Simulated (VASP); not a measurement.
Set up this calculation in VASP 6.6.1, as the native input.

* Task: single point
* Functional: PBE
* Potentials or basis: VASP PAW PBE potentials, release 64 (Li_sv, Br)
* Cutoff: 750 eV
* k mesh: 5 × 5 × 5
* Occupations: gaussian, width 0.01 eV
* Spin: no spin polarisation
* Dipole correction: no
* Further INCAR settings: ALGO = Normal; EDIFF = 1e-06; NBANDS = 12

The structure of LiBr lies in POSCAR:

```
LiBr
1.0
    0.0000000000      2.7506500000      2.7506500000
    2.7506500000      0.0000000000      2.7506500000
    2.7506500000      2.7506500000      0.0000000000
Li Br
1 1
Direct
    0.0000000000      0.0000000000      0.0000000000
    0.5000000000      0.5000000000      0.5000000000
```

These files were run (other wordings do the same):

INCAR

```
PREC     = Accurate       # precision mode
ENCUT    = 750            # plane-wave cutoff, eV
EDIFF    = 1E-6           # SCF threshold, eV
ISMEAR   = 0              # smearing method
SIGMA    = 0.01           # smearing width, eV
LREAL    = F              # projectors in reciprocal space
LASPH    = T              # aspherical terms in the spheres
NELM     = 120            # most SCF steps
ALGO     = Normal         # electronic algorithm
ISIF     = 2              # what is computed and relaxed
LWAVE    = F              # write WAVECAR
LCHARG   = T              # write CHGCAR
GGA      = PE             # functional
LELF     = T              # ELF
LVHAR    = T            
NBANDS   = 12             # bands
GGA_COMPAT= F
```

KPOINTS

```
regular mesh
0
Gamma
  5 5 5
```

Potentials or basis: VASP PAW PBE potentials, release 64 (Li_sv, Br).

The run is started by

```console
$ cat potpaw_PBE.64/Li_sv/POTCAR potpaw_PBE.64/Br/POTCAR > POTCAR
$ mpirun -np 1 vasp_std > vasp.out
```

It gave:

* Pressure: 0.1 GPa
* Band gap on the k mesh: 4.94 eV, direct

Wall time 14 s on 1 thread of AMD EPYC 7R43 64-Core Processor (Zen 3), with other jobs on the host, peak memory 0.17 GiB.
